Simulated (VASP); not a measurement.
## HfBi3O: relaxation of cell and atoms with PBE

Crystal: HfBi3O.

```xyz
5
Lattice="4.6315 0.0000 0.0000 0.0000 4.6315 0.0000 0.0000 0.0000 4.6525" Properties=species:S:1:pos:R:3 pbc="T T T"
Hf    2.3157    2.3157    2.2797
Bi    2.3157    2.3157    0.0884
Bi    2.3157    0.0000    2.4054
Bi    0.0000    2.3157    2.4054
O     0.0000    0.0000    0.0000
```

The cell was built from a structure type or drawn by symmetry, and may not be a known phase.

| Property | Result |
| --- | --- |
| Program | VASP 6.6.1 |
| Task | relaxation of cell and atoms |
| Functional | PBE |
| Potentials or basis | VASP PAW PBE potentials, release 64 (Hf_pv, Bi_d, O) |
| Cutoff | 600 eV |
| k mesh | 4 × 4 × 4 |
| Occupations | gaussian, width 0.1 eV |
| Spin | no spin polarisation |
| Dipole correction | no |
| Further INCAR settings | ALGO = Normal; EDIFF = 1e-06; IBRION = 2; EDIFFG = -0.04; NSW = 90; ISIF = 3 |

| Item | Value |
| --- | --- |
| Relaxed volume | 33.78 Å³/atom |
| Relaxed cell | a = 5.389 Å, b = 5.389 Å, c = 5.817 Å, α = 90.00°, β = 90.00°, γ = 90.00° |
| Space group after relaxing (to 0.1 Å) | P4mm (No. 99) |
| Energy gained by relaxing | 2553.1 meV/atom |
| Ionic steps | 41 |
| Pressure after relaxing | 0.1 GPa |
| Largest force after relaxing | 0.023 eV/Å |
| Band gap on the k mesh | zero (an odd number of electrons rules out a gap without spin polarisation) |

Forces on the atoms (eV/Å):
```
Hf   0.000  0.000 -0.023
Bi   0.000  0.000  0.011
Bi   0.000  0.000  0.007
Bi   0.000  0.000  0.007
O    0.000  0.000 -0.002
```

Stress tensor (GPa, compression positive):
```
 0.16  0.00  0.00
 0.00  0.16  0.00
 0.00  0.00 -0.03
```

The path:
| step | energy change (eV) | largest force (eV/Å) | pressure (GPa) | volume (Å³) |
| --- | --- | --- | --- | --- |
| 1 | 0.0000 | 9.1710 | 74.24 | 99.80 |
| 3 | -9.1328 | 8.3897 | 3.97 | 170.70 |
| 5 | -10.2135 | 0.8096 | -3.66 | 188.51 |
| 7 | -10.2514 | 1.5427 | -2.55 | 184.09 |
| 9 | -10.5693 | 0.9208 | 1.53 | 164.70 |
| 11 | -10.6178 | 0.3574 | 0.74 | 166.69 |
| 13 | -10.6323 | 0.3598 | -0.32 | 170.42 |
| 15 | -10.6729 | 0.4491 | -0.16 | 169.84 |
| 17 | -10.8496 | 1.5173 | 0.78 | 167.25 |
| 19 | -11.7650 | 4.8989 | 5.55 | 157.17 |
| 21 | -11.7675 | 4.9072 | 5.59 | 157.15 |
| 23 | -11.7781 | 4.9446 | 5.60 | 157.08 |
| 25 | -11.8111 | 5.1151 | 5.68 | 156.78 |
| 27 | -11.8571 | 5.2646 | 5.69 | 156.51 |
| 29 | -12.0820 | 4.3102 | 4.81 | 157.69 |
| 31 | -12.6100 | 1.6234 | 2.10 | 162.41 |
| 33 | -12.7094 | 0.3868 | 0.46 | 166.58 |
| 35 | -12.7156 | 0.4357 | 0.62 | 166.19 |
| 37 | -12.7465 | 0.3502 | 0.39 | 167.29 |
| 39 | -12.7629 | 0.2345 | 0.05 | 168.83 |
| 41 | -12.7657 | 0.0230 | 0.09 | 168.92 |

Final structure:
```
Hf Bi O
1.0
     5.38864    0.00000    0.00000
     0.00000    5.38864    0.00000
     0.00000    0.00000    5.81733
Hf Bi O
1 3 1
Direct
  0.50000 0.50000 0.69157
  0.50000 0.50000 0.17762
  0.50000 0.00000 0.55994
  0.00000 0.50000 0.55994
  0.00000 0.00000 0.55393
```

Levels at points of the mesh, in eV from the Fermi level:
```csv
k point,band 26,band 27,band 28,band 29,band 30,band 31,band 32,band 33,band 34,band 35
"(0.00, 0.00, 0.00)",-1.80,-1.80,-1.14,-0.42,0.00,0.00,0.66,0.95,2.14,2.53
"(0.50, 0.00, 0.00)",-2.36,-2.17,-1.48,-0.99,-0.41,0.06,0.49,0.57,0.67,2.27
"(0.50, 0.50, 0.00)",-1.64,-1.64,-1.37,-1.37,-1.36,-1.32,-0.56,-0.56,2.35,2.75
"(0.00, 0.00, 0.50)",-2.29,-2.09,-2.09,-0.75,-0.28,0.29,0.29,0.67,2.62,2.62
"(0.50, 0.00, 0.50)",-2.77,-2.14,-1.62,-1.10,-0.66,0.20,0.58,0.61,2.10,2.57
"(0.50, 0.50, 0.50)",-2.01,-1.87,-1.77,-1.43,-1.43,-1.37,2.00,2.00,2.52,2.52
```

It took 69 min on 1 thread of Intel Xeon 8259CL, on a shared host, peak memory 0.31 GiB.

Caveat: the volume moved by over 15 % at a fixed basis, so the end points are rough; spin-orbit coupling is left out, which moves the levels of the heavy elements; an odd number of electrons without spin polarisation forces a metal; a magnetic or distorted state may lie lower.
